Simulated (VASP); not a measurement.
Input of a VASP 6.6.1 run:

The input INCAR:

```
SYSTEM = Li
PREC = Accurate ; ENCUT = 520
EDIFF = 1E-7 ; ISMEAR = -1
SIGMA = 0.05 ; LREAL = .FALSE.
LASPH = .TRUE. ; NELM = 60
ALGO = Normal ; ISIF = 2
LWAVE = .FALSE. ; LCHARG = .TRUE.
LELF = .TRUE. ; LVHAR = .TRUE.
NBANDS = 10
```

File KPOINTS:

```
Automatic mesh
0
G
  7 7 7
  0 0 0
```

Contents of POSCAR:

```
Li
1.0
    3.3652434680      0.0000000000      0.0000000000
    0.0000000000      3.3652434680      0.0000000000
    0.0000000000      0.0000000000      3.3652434680
Li
2
Direct
    0.0000000000      0.0000000000      0.0000000000
    0.5000000000      0.5000000000      0.5000000000
```

Potentials or basis: VASP PAW LDA potentials, release 64 (Li_sv).

Command:

```console
$ cat potpaw_LDA.64/Li_sv/POTCAR > POTCAR
$ mpirun -np 1 vasp_std > vasp.out
```

(1) Estimate the band gap on the k mesh.

Answers

(1) zero (band 3 reaches 2.45 eV, above the bottom of band 4 at 0.41 eV).
